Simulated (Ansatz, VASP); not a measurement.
One calculation of Sc, two programs

The input INCAR:

```
PREC     = Accurate       # precision mode
ENCUT    = 520            # plane-wave cutoff, eV
EDIFF    = 1E-6           # SCF threshold, eV
ISMEAR   = 0              # smearing method
SIGMA    = 0.15           # smearing width, eV
LREAL    = False          # projectors in reciprocal space
LASPH    = True           # aspherical terms in the spheres
NELM     = 100            # most SCF steps
ALGO     = Fast           # electronic algorithm
ISIF     = 2              # what is computed and relaxed
LWAVE    = False          # write WAVECAR
LCHARG   = False          # write CHGCAR
GGA      = PE             # functional
NBANDS   = 18             # bands
```

File KPOINTS:

```
Automatic mesh
0
Gamma
  15 15 10
```

POSCAR

```
Sc
1.0
    3.4855000000      0.0000000000      0.0000000000
   -1.7427500000      3.0185315449      0.0000000000
    0.0000000000      0.0000000000      5.1626334843
Sc
2
Direct
    0.3333333333      0.6666666667      0.2500000000
    0.6666666667      0.3333333333      0.7500000000
```

Input for Ansatz:

```yaml
crystal:
  lattice:
    - [3.4855, 0.0, 0.0]
    - [-1.74275, 3.0185315449, 0.0]
    - [0.0, 0.0, 5.1626334843]
  atoms:
    - { symbol: Sc, position: [0.3333333333, 0.6666666667, 0.25] }
    - { symbol: Sc, position: [0.6666666667, 0.3333333333, 0.75] }
basis:
  ecutwfc: 520.0
kpoints:
  mp_grid: { grid: [15, 15, 10] }
hamiltonian:
  xc: pbe
  pseudopotentials: { kind: paw }
scf:
  occupations: { method: gaussian, width: 0.15 }
output:
  forces: true
  stress: true
  eigenvalues: true
```

Alike in both runs: task single point; functional PBE; k mesh 15 × 15 × 10; occupations gaussian, width 0.15 eV; no spin polarisation.

|  | VASP | Ansatz |
| --- | --- | --- |
| version | VASP 6.6.1 | Ansatz 0.2.0 |
| potentials or method | VASP PAW PBE potentials, release 64 (Sc_sv), cutoff 520 eV | scalar-relativistic, plane waves, PAW |
| valence electrons in the cell | 22 | 22 |

|  | VASP | Ansatz | Ansatz less VASP |
| --- | --- | --- | --- |
| gap on the k mesh at the Fermi level (eV) | none | none | - |
| pressure (GPa) | -4.4 | -4.4 | -0.02 |
| traceless stress, the component that is largest in VASP (GPa) | 2.22 | 2.22 | -0.004 |

A gap of «none» marks a metal or a gap that the smearing closes. The functional is the same, so the differences come from potentials, cutoffs and numerics.
